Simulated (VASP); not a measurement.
# GaN in VASP: a series of runs, part 3 of 3

VASP 6.6.1. The steps go on from the part before.

**6. Electric field gradients, PBEsol (equal xy, yz and zx shear strains of -1 %)**

The input, INCAR:

```
PREC     = Accurate       # precision mode
ENCUT    = 520            # plane-wave cutoff, eV
EDIFF    = 1E-8           # SCF threshold, eV
ISMEAR   = -1             # smearing method
SIGMA    = 0.02           # smearing width, eV
LREAL    = F              # projectors in reciprocal space
LASPH    = T              # aspherical terms in the spheres
NELM     = 60             # most SCF steps
ALGO     = Normal         # electronic algorithm
ISIF     = 2              # what is computed and relaxed
LWAVE    = F              # write WAVECAR
LCHARG   = F              # write CHGCAR
GGA      = PS             # functional
LEFG     = T            
NBANDS   = 16             # bands
```

The input, KPOINTS:

```
regular mesh
0
Gamma
  13 13 13
```

The input, POSCAR:

```
GaN
1.0
   -0.0199250000      1.9825375000      1.9825375000
    1.9825375000     -0.0199250000      1.9825375000
    1.9825375000      1.9825375000     -0.0199250000
Ga N
1 1
Direct
    0.5000000000      0.5000000000      0.5000000000
    0.0000000000      0.0000000000      0.0000000000
```

Potentials or basis: VASP PAW PBE potentials, release 64 (Ga_d, N).

Run with:

```
$ cat potpaw_PBE.64/Ga_d/POTCAR potpaw_PBE.64/N/POTCAR > POTCAR
$ mpirun -np 1 vasp_std > vasp.out
```

OUTCAR:

```text
PREC = Accurate
   ENCUT = 520
   EDIFF = 1E-8
   ISMEAR = -1
   LREAL = F
   LASPH = T
   NELM = 60
   ISIF = 2
   GGA = PS

 ion  position               nearest neighbor table
   1  0.500  0.500  0.500-   2 1.99   2 1.99   2 1.99   2 1.99   2 1.99   2 1.99
   2  0.000  0.000  0.000-   1 1.99   1 1.99   1 1.99   1 1.99   1 1.99   1 1.99

  LATTYP: Found a trigonal (rhomboedric) cell.
 ALAT       =     2.8038022190
 COS(alpha) =     0.4899250057

  Lattice vectors:

 A1 = (  -0.0199250000,   1.9825375000,   1.9825375000)
 A2 = (   1.9825375000,  -0.0199250000,   1.9825375000)
 A3 = (   1.9825375000,   1.9825375000,  -0.0199250000)

Analysis of symmetry for initial positions (statically):
=====================================================================
 Subroutine PRICEL returns:
 Original cell was already a primitive cell.

 Routine SETGRP: Setting up the symmetry group for a
 trigonal (rhombohedral) supercell.

 Subroutine GETGRP returns: Found 12 space group operations
 (whereof 12 operations were pure point group operations)
 out of a pool of 12 trial point group operations.

The static configuration has the point symmetry D_3d.

Analysis of symmetry for dynamics (positions and initial velocities):
=====================================================================
 Subroutine PRICEL returns:
 Original cell was already a primitive cell.

 Routine SETGRP: Setting up the symmetry group for a
 trigonal (rhombohedral) supercell.

 Subroutine GETGRP returns: Found 12 space group operations
 (whereof 12 operations were pure point group operations)
 out of a pool of 12 trial point group operations.

The dynamic configuration has the point symmetry D_3d.

 Subroutine INISYM returns: Found 12 space group operations
 (whereof 12 operations are pure point group operations),
 and found     1 'primitive' translations

----------------------------------------------------------------------------------------

                                     Primitive cell

  volume of cell :      15.8195

  direct lattice vectors                    reciprocal lattice vectors
    -0.019925000  1.982537500  1.982537500    -0.248431492  0.250953640  0.250953640
     1.982537500 -0.019925000  1.982537500     0.250953640 -0.248431492  0.250953640
     1.982537500  1.982537500 -0.019925000     0.250953640  0.250953640 -0.248431492

  length of vectors
     2.803802219  2.803802219  2.803802219     0.433213186  0.433213186  0.433213186

  position of ions in fractional coordinates (direct lattice)
     0.500000000  0.500000000  0.500000000
     0.000000000  0.000000000  0.000000000

  ion indices of the primitive-cell ions
   primitive index   ion index
                 1           1
                 2           2

----------------------------------------------------------------------------------------

 KPOINTS: regular mesh

Automatic generation of k-mesh.
[... 67 lines left out ...]
   LREAL  =      F    real-space projection
   EDIFFG = 0.1E-06   stopping-criterion for IOM
   NSW    =      0    number of steps for IOM
   IBRION =     -1    ionic relax: 0-MD 1-quasi-New 2-CG
   NFREE  =      0    steps in history (QN), initial steepest desc. (CG)
   ISIF   =      2    stress and relaxation
   ISYM   =      2    0-nonsym 1-usesym 2-fastsym
   POTIM  = 0.5000    time-step for ionic-motion
   TEBEG  =    0.0;   TEEND  =   0.0 temperature during run
   PSTRESS=    0.0 pullay stress
   NELECT =      18.0000    total number of electrons
   NUPDOWN=      -1.0000    fix difference up-down
   EMIN   =  10.00;   EMAX   =-10.00  energy-range for DOS
   EFERMI =   0.00;   METHOD = LEGACY
   ISMEAR =    -1;   SIGMA  =   0.02  broadening in eV -4-tet -1-fermi 0-gaus
   EFERMI_NEDOS =   21; number of points for ismear=-14 and -15
   IALGO  =     38    algorithm
   IMIX   =      4    mixing-type and parameters
     AMIX     =   0.40;   BMIX     =  1.00
     AMIX_MAG =   1.60;   BMIX_MAG =  1.00
  volume/ion in A,a.u.               =       7.91        53.38
  Fermi-wavevector in a.u.,A,eV,Ry     =   1.709103  3.229736 39.743067  2.921033
  Thomas-Fermi vector in A             =   2.787648
   LORBIT       =      0    0 simple, 1 ext, 2 COOP (PROOUT), +10 PAW based schemes
   GGA     = PS    functional components
   LHFCALC =     F    Hartree Fock is set to
   AEXX    =    0.0000 exact exchange contribution
   IVDW    =     0    specifies the selected vdW correction
   LEPSILON=     F    determine dielectric tensor
   LRPA    =     F    only Hartree local field effects (RPA)
 non-spin polarized calculation
  energy-cutoff  :      520.00
  volume of cell :       15.82
 maximum number of plane-waves:       442
 NGX is ok and might be reduce to    24
   NGX = 11   NGY = 11   NGZ = 11

 number of electron      17.9999999 magnetization

 Free energy of the ion-electron system (eV)
  ---------------------------------------------------
  ext. energy  EPLUGINS =         0.00000000
  ---------------------------------------------------
  free energy    TOTEN  =       -11.77751072 eV

  energy without entropy =      -11.77751072  energy(sigma->0) =      -11.77751072

 E-fermi :  10.7400     XC(G=0): -14.3292

 val. band max:       10.2331558595   @ k =  -0.2308   0.1538   0.0000
 cond. band min:      12.0003797455   @ k =   0.4615   0.4615  -0.0000
 fundamental gap:      1.7672238860
 Fermi energy:        10.7400394449

 k-point     1 :       0.0000    0.0000    0.0000
  band No.  band energies     occupation
      1      -9.0890      2.00000
      2      -3.7782      2.00000
      3      -3.7782      2.00000
      4      -3.7623      2.00000
      5      -3.6164      2.00000
      6      -3.6164      2.00000
[... 433 lines left out ...]
      3      -3.9051      2.00000
      4      -3.8104      2.00000
      5      -3.3871      2.00000
      6      -3.0939      2.00000
[... 8 lines left out ...]
     15      32.9202      0.00000
     16      36.4575      0.00000

 [... further k-points ...]
[... 5 lines left out ...]
  --------------------------------------------------------------------------------------
  -------------------------------------------------------------------------------------
  Total        5.8764002      5.8764002      5.8764002      0.2586279      0.2586279      0.2586279
  in kB      595.1543887    595.1543887    595.1543887     26.1935116     26.1935116     26.1935116
  external PRESSURE =     595.1543887 kB  Pullay stress =       0.0000000 kB

 VOLUME and BASIS-vectors are now :
 -----------------------------------------------------------------------------
  energy-cutoff  :      520.00
  volume of cell :       15.82
      direct lattice vectors                 reciprocal lattice vectors
    -0.019925000  1.982537500  1.982537500    -0.248431492  0.250953640  0.250953640
     1.982537500 -0.019925000  1.982537500     0.250953640 -0.248431492  0.250953640
     1.982537500  1.982537500 -0.019925000     0.250953640  0.250953640 -0.248431492

 POSITION                                       TOTAL-FORCE (eV/Angst)
 -----------------------------------------------------------------------------------
      1.97257      1.97257      1.97257         0.000000     -0.000000      0.000000
      0.00000      0.00000      0.00000         0.000000      0.000000     -0.000000
 -----------------------------------------------------------------------------------
    total drift:                                0.000000     -0.000000      0.000000

  FREE ENERGIE OF THE ION-ELECTRON SYSTEM (eV)
  ---------------------------------------------------
  free  energy   TOTEN  =       -11.7775107223 eV

  energy  without entropy=      -11.7775107223  energy(sigma->0) =      -11.77751072

 Electric field gradients (V/A^2)
---------------------------------------------------------------------
 ion       V_xx      V_yy      V_zz      V_xy      V_xz      V_yz
---------------------------------------------------------------------
   1      -0.000    -0.000    -0.000     1.061     1.061     1.061
   2      -0.000     0.000     0.000    -2.382    -2.382    -2.382
---------------------------------------------------------------------

 Electric field gradients after diagonalization (V/A^2)
 (convention: |V_zz| > |V_xx| > |V_yy|)
----------------------------------------------------------------------
 ion       V_xx      V_yy      V_zz     asymmetry (V_yy - V_xx)/ V_zz
----------------------------------------------------------------------
   1      -1.061    -1.061     2.121       0.000
   2       2.382     2.382    -4.764       0.000
----------------------------------------------------------------------

           NMR quadrupolar parameters

 Cq : quadrupolar parameter    Cq=e*Q*V_zz/h
 eta: asymmetry parameters     (V_yy - V_xx)/ V_zz
 Q  : nuclear electric quadrupole moment in mb (millibarn)
----------------------------------------------------------------------
 ion       Cq(MHz)       eta       Q (mb)
----------------------------------------------------------------------
   1       0.005       0.000       1.000
   2      -0.012       0.000       1.000
----------------------------------------------------------------------
```

Wall time 37 s (1 thread of Intel Xeon 6975P-C, shared host); peak memory 0.18 GiB.

Results:

```
Free energy            : -11.7775 eV
Pressure               : 59.5 GPa
Band gap on the k mesh : 1.77 eV, indirect (least direct gap 5.06 eV)
```

Electric field gradients, principal values (V/Å²):
```tsv
atom	least	middle	greatest (by size)
1 Ga	-1.061	-1.061	2.121
2 N	2.382	2.382	-4.764
```

Caveat: the cell differs from its parent crystal (equal xy, yz and zx shear strains of -1 %); without QUAD_EFG the Cq values of the log hold for a quadrupole moment of 1 mb, not for the nuclei; the PAW data sets were made with another functional, which shifts forces and pressure a little. A k mesh can miss the band edges.

**7. Summary**

| cell | gap on the mesh (eV) | pressure (GPa) |
| --- | --- | --- |
| a = 2.808 Å, angles 60.0°, 2 atoms | 1.89 | 64.3 |
| a = 2.818 Å, angles 60.0°, 2 atoms | 1.82 | 59.5 |
| a = 2.776 Å, angles 62.0°, 2 atoms | 1.64 | 59.8 |
| a = 2.804 Å, angles 60.7°, 2 atoms | 1.77 | 59.5 |

Alike in all rows: task electric field gradients; level PBEsol; potentials or basis VASP PAW PBE potentials, release 64 (Ga_d, N); no spin polarisation; k mesh 13 × 13 × 13; cutoff (eV) 520; smearing fermi-dirac 0.02 eV.

Caveats: the PAW data sets were made with another functional, which shifts forces and pressure a little.

Total energies depend on the potentials used, so only differences within one code and one set of settings carry meaning.
